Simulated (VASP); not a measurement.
# AlN (Fm-3m) in VASP: single point with PBEsol

Aim: the single point of AlN with PBEsol.

Program: VASP 6.6.1. These are calculated values, not measurements. Logs are shortened: lines on timing, memory, paths and dates and some standing lists are left out, and cuts for length are marked.

## 1. The cell of the first run

The structure is cubic, space group Fm-3m (No. 225). Conventional cell: a = 4.069 Å, b = 4.069 Å, c = 4.069 Å, α = 90.00°, β = 90.00°, γ = 90.00°. Al (site symmetry m-3m) has 6 N at 2.03 Å within 2.7 Å. N (site symmetry m-3m) has 6 Al at 2.03 Å within 2.7 Å.

## 2. Single point, PBEsol

Input file INCAR:

```
PREC = Accurate
ENCUT = 520
EDIFF = 1E-7
ISMEAR = 0
SIGMA = 0.05
LREAL = False
LASPH = True
NELM = 60
ALGO = Normal
ISIF = 2
LWAVE = False
LCHARG = False
GGA = PS
NBANDS = 11
```

Input file KPOINTS:

```
regular mesh
0
Gamma
  10 10 10
```

Input file POSCAR:

```
AlN
1.0
    0.0000000000      2.0345180000      2.0345180000
    2.0345180000      0.0000000000      2.0345180000
    2.0345180000      2.0345180000      0.0000000000
Al N
1 1
Direct
    0.5000000000      0.5000000000      0.5000000000
    0.0000000000      0.0000000000      0.0000000000
```

Potentials or basis: VASP PAW PBE potentials, release 64 (Al, N).

Launch:

```bash
$ cat potpaw_PBE.64/Al/POTCAR potpaw_PBE.64/N/POTCAR > POTCAR
$ mpirun -np 1 vasp_std > vasp.out
```

OUTCAR:

```text
PREC = Accurate
   ENCUT = 520
   EDIFF = 1E-7
   ISMEAR = 0
   LREAL = False
   LASPH = True
   NELM = 60
   ISIF = 2
   GGA = PS

 ion  position               nearest neighbor table
   1  0.500  0.500  0.500-   2 2.03   2 2.03   2 2.03   2 2.03   2 2.03   2 2.03
   2  0.000  0.000  0.000-   1 2.03   1 2.03   1 2.03   1 2.03   1 2.03   1 2.03

  LATTYP: Found a face centered cubic cell.
 ALAT       =     4.0690360000

  Lattice vectors:

 A1 = (   0.0000000000,   2.0345180000,   2.0345180000)
 A2 = (   2.0345180000,   0.0000000000,   2.0345180000)
 A3 = (   2.0345180000,   2.0345180000,   0.0000000000)

Analysis of symmetry for initial positions (statically):
=====================================================================
 Subroutine PRICEL returns:
 Original cell was already a primitive cell.

 Routine SETGRP: Setting up the symmetry group for a
 face centered cubic supercell.

 Subroutine GETGRP returns: Found 48 space group operations
 (whereof 48 operations were pure point group operations)
 out of a pool of 48 trial point group operations.

The static configuration has the point symmetry O_h .

Analysis of symmetry for dynamics (positions and initial velocities):
=====================================================================
 Subroutine PRICEL returns:
 Original cell was already a primitive cell.

 Routine SETGRP: Setting up the symmetry group for a
 face centered cubic supercell.

 Subroutine GETGRP returns: Found 48 space group operations
 (whereof 48 operations were pure point group operations)
 out of a pool of 48 trial point group operations.

The dynamic configuration has the point symmetry O_h .

 Subroutine INISYM returns: Found 48 space group operations
 (whereof 48 operations are pure point group operations),
 and found     1 'primitive' translations

----------------------------------------------------------------------------------------

                                     Primitive cell

  volume of cell :      16.8428

  direct lattice vectors                    reciprocal lattice vectors
     0.000000000  2.034518000  2.034518000    -0.245758455  0.245758455  0.245758455
     2.034518000  0.000000000  2.034518000     0.245758455 -0.245758455  0.245758455
     2.034518000  2.034518000  0.000000000     0.245758455  0.245758455 -0.245758455

  length of vectors
     2.877242948  2.877242948  2.877242948     0.425666130  0.425666130  0.425666130

  position of ions in fractional coordinates (direct lattice)
     0.500000000  0.500000000  0.500000000
     0.000000000  0.000000000  0.000000000

  ion indices of the primitive-cell ions
   primitive index   ion index
                 1           1
                 2           2

----------------------------------------------------------------------------------------

 KPOINTS: regular mesh

Automatic generation of k-mesh.
 Grid dimensions read from file:
 generate k-points for:   10   10   10

 Generating k-lattice:

  Cartesian coordinates                     Fractional coordinates (reciprocal lattice)
    -0.024575845  0.024575845  0.024575845     0.100000000  0.000000000  0.000000000
     0.024575845 -0.024575845  0.024575845     0.000000000  0.100000000  0.000000000
     0.024575845  0.024575845 -0.024575845     0.000000000  0.000000000  0.100000000

  Length of vectors
     0.042566613  0.042566613  0.042566613

  Shift w.r.t. Gamma in fractional coordinates (k-lattice)
     0.000000000  0.000000000  0.000000000

 Subroutine IBZKPT returns following result:
 ===========================================

 Found     47 irreducible k-points:

 Following reciprocal coordinates:
            Coordinates               Weight
  0.000000  0.000000  0.000000      1.000000
  0.100000  0.000000  0.000000      8.000000
  0.200000  0.000000  0.000000      8.000000
  0.300000  0.000000  0.000000      8.000000
  0.400000  0.000000  0.000000      8.000000
  0.500000  0.000000  0.000000      4.000000
[... 16 lines left out ...]
  0.300000  0.300000  0.000000      6.000000
  0.400000  0.300000  0.000000     24.000000
 [... further k-points ...]
   k-points           NKPTS =     47   k-points in BZ     NKDIM =     47   number of bands    NBANDS=     11
   number of dos      NEDOS =    301   number of ions     NIONS =      2
   total plane-waves  NPLWV =  13824
   dimension x,y,z NGX =    24 NGY =   24 NGZ =   24
   dimension x,y,z NGXF=    48 NGYF=   48 NGZF=   48
   ions per type =               1   1
   NGX,Y,Z   is equivalent  to a cutoff of  13.87, 13.87, 13.87 a.u.
   NGXF,Y,Z  is equivalent  to a cutoff of  27.73, 27.73, 27.73 a.u.
 SYSTEM =  unknown system
   PREC   = accura    normal or accurate (medium, high low for compatibility)
   ISTART =      0    job   : 0-new  1-cont  2-samecut
   ICHARG =      2    charge: 1-file 2-atom 10-const
   ISPIN  =      1    spin polarized calculation?
   LNONCOLLINEAR =      F non collinear calculations
   LSORBIT =      F    spin-orbit coupling
   LASPH  =      T    aspherical Exc in radial PAW
   ENCUT  =  520.0 eV  38.22 Ry    6.18 a.u.   5.35  5.35  5.35*2*pi/ulx,y,z
   NELM   =     60;   NELMIN=  2; NELMDL= -5     # of ELM steps
   EDIFF  = 0.1E-06   stopping-criterion for ELM
   LREAL  =      F    real-space projection
   EDIFFG = 0.1E-05   stopping-criterion for IOM
   NSW    =      0    number of steps for IOM
   IBRION =     -1    ionic relax: 0-MD 1-quasi-New 2-CG
   NFREE  =      0    steps in history (QN), initial steepest desc. (CG)
   ISIF   =      2    stress and relaxation
   ISYM   =      2    0-nonsym 1-usesym 2-fastsym
   POTIM  = 0.5000    time-step for ionic-motion
   TEBEG  =    0.0;   TEEND  =   0.0 temperature during run
   PSTRESS=    0.0 pullay stress
   NELECT =       8.0000    total number of electrons
   NUPDOWN=      -1.0000    fix difference up-down
   EMIN   =  10.00;   EMAX   =-10.00  energy-range for DOS
   EFERMI =   0.00;   METHOD = LEGACY
   ISMEAR =     0;   SIGMA  =   0.05  broadening in eV -4-tet -1-fermi 0-gaus
   EFERMI_NEDOS =   21; number of points for ismear=-14 and -15
   IALGO  =     38    algorithm
   IMIX   =      4    mixing-type and parameters
     AMIX     =   0.40;   BMIX     =  1.00
     AMIX_MAG =   1.60;   BMIX_MAG =  1.00
  volume/ion in A,a.u.               =       8.42        56.83
  Fermi-wavevector in a.u.,A,eV,Ry     =   1.277321  2.413786 22.198561  1.631548
  Thomas-Fermi vector in A             =   2.409927
   LORBIT       =      0    0 simple, 1 ext, 2 COOP (PROOUT), +10 PAW based schemes
   GGA     = PS    functional components
   LHFCALC =     F    Hartree Fock is set to
   AEXX    =    0.0000 exact exchange contribution
   IVDW    =     0    specifies the selected vdW correction
   LEPSILON=     F    determine dielectric tensor
   LRPA    =     F    only Hartree local field effects (RPA)
 non-spin polarized calculation
 Gauss-broadening in eV      SIGMA  =   0.05
  energy-cutoff  :      520.00
  volume of cell :       16.84
 maximum number of plane-waves:       469
 NGX is ok and might be reduce to    24
   NGX = 11   NGY = 11   NGZ = 11

 number of electron       7.9999999 magnetization

 Free energy of the ion-electron system (eV)
  ---------------------------------------------------
  ext. energy  EPLUGINS =         0.00000000
  ---------------------------------------------------
  free energy    TOTEN  =       -15.44480653 eV

  energy without entropy =      -15.44480653  energy(sigma->0) =      -15.44480653

 E-fermi :   9.9278     XC(G=0): -12.3630

 val. band max:        9.6412177902   @ k =   0.0000   0.0000   0.0000
 cond. band min:      14.0160593432   @ k =   0.5000   0.5000   0.0000
 fundamental gap:      4.3748415531
 Fermi energy:         9.9277701551

 k-point     1 :       0.0000    0.0000    0.0000
  band No.  band energies     occupation
      1      -7.7364      2.00000
      2       9.6412      2.00000
      3       9.6412      2.00000
      4       9.6412      2.00000
      5      15.0398      0.00000
      6      21.6071      0.00000
      7      21.6071      0.00000
      8      21.6071      0.00000
      9      26.6345      0.00000
     10      27.1904      0.00000
     11      27.1904      0.00000

 k-point     2 :       0.1000    0.0000    0.0000
  band No.  band energies     occupation
      1      -7.5337      2.00000
      2       8.6190      2.00000
      3       9.5213      2.00000
      4       9.5213      2.00000
      5      15.6751      0.00000
      6      20.7012      0.00000
      7      21.8985      0.00000
      8      21.8985      0.00000
      9      25.5652      0.00000
     10      25.5652      0.00000
     11      27.5130      0.00000

 k-point     3 :       0.2000    0.0000    0.0000
  band No.  band energies     occupation
      1      -6.9439      2.00000
      2       6.4882      2.00000
      3       9.2303      2.00000
      4       9.2303      2.00000
      5      16.3345      0.00000
      6      20.1847      0.00000
      7      22.0495      0.00000
      8      22.0495      0.00000
      9      24.9944      0.00000
     10      24.9944      0.00000
     11      26.8401      0.00000

 k-point     4 :       0.3000    0.0000    0.0000
  band No.  band energies     occupation
      1      -6.0393      2.00000
      2       4.1807      2.00000
      3       8.9080      2.00000
      4       8.9080      2.00000
      5      16.0902      0.00000
      6      21.0923      0.00000
      7      21.3006      0.00000
      8      21.3006      0.00000
      9      26.0258      0.00000
     10      26.4742      0.00000
     11      26.4742      0.00000
[... 239 lines left out ...]
 k-point    22 :      -0.2000    0.2000    0.0000
  band No.  band energies     occupation
      1      -5.7467      2.00000
      2       4.7127      2.00000
      3       6.7247      2.00000
      4       8.9735      2.00000
      5      18.0470      0.00000
      6      19.4496      0.00000
      7      20.2067      0.00000
      8      21.9075      0.00000
      9      24.4393      0.00000
     10      28.4353      0.00000
     11      29.7410      0.00000

 k-point    23 :       0.3000    0.3000    0.0000
  band No.  band energies     occupation
      1      -5.5065      2.00000
      2       4.8574      2.00000
      3       7.6366      2.00000
      4       7.6366      2.00000
      5      16.1965      0.00000
      6      16.2699      0.00000
      7      21.1121      0.00000
      8      24.9603      0.00000
      9      24.9603      0.00000
     10      29.9106      0.00000
     11      33.3339      0.00000

 k-point    24 :       0.4000    0.3000    0.0000
  band No.  band energies     occupation
      1      -4.7574      2.00000
      2       3.8347      2.00000
      3       6.8660      2.00000
      4       7.3820      2.00000
      5      15.5771      0.00000
      6      16.3867      0.00000
      7      21.5629      0.00000
      8      24.9222      0.00000
      9      25.6597      0.00000
     10      31.1604      0.00000
     11      34.0041      0.00000

 [... further k-points ...]

------------------------ aborting loop because EDIFF is reached ----------------------------------------

  FORCE on cell =-STRESS in cart. coord.  units (eV):
  Direction    XX          YY          ZZ          XY          YZ          ZX
  --------------------------------------------------------------------------------------
  -------------------------------------------------------------------------------------
  Total       -0.4791523     -0.4791523     -0.4791523      0.0000000      0.0000000     -0.0000000
  in kB      -45.5795017    -45.5795017    -45.5795017      0.0000000      0.0000000     -0.0000000
  external PRESSURE =     -45.5795017 kB  Pullay stress =       0.0000000 kB

 VOLUME and BASIS-vectors are now :
 -----------------------------------------------------------------------------
  energy-cutoff  :      520.00
  volume of cell :       16.84
      direct lattice vectors                 reciprocal lattice vectors
     0.000000000  2.034518000  2.034518000    -0.245758455  0.245758455  0.245758455
     2.034518000  0.000000000  2.034518000     0.245758455 -0.245758455  0.245758455
     2.034518000  2.034518000  0.000000000     0.245758455  0.245758455 -0.245758455

 POSITION                                       TOTAL-FORCE (eV/Angst)
 -----------------------------------------------------------------------------------
      2.03452      2.03452      2.03452        -0.000000     -0.000000     -0.000000
      0.00000      0.00000      0.00000         0.000000      0.000000      0.000000
 -----------------------------------------------------------------------------------
    total drift:                                0.000000     -0.000000     -0.000000

  FREE ENERGIE OF THE ION-ELECTRON SYSTEM (eV)
  ---------------------------------------------------
  free  energy   TOTEN  =       -15.4448065338 eV

  energy  without entropy=      -15.4448065338  energy(sigma->0) =      -15.44480653
```

It took 12 s on 1 thread of Intel Xeon 8259CL, shared host; peak memory 0.13 GiB.

What came out:

```yaml
Free_energy: -15.4448 eV
Pressure: -4.6 GPa
Band_gap_on_the_k_mesh: 4.37 eV, indirect (least direct gap 5.40 eV)
```

Caveat: the PAW data sets were made with another functional, which shifts forces and pressure a little.
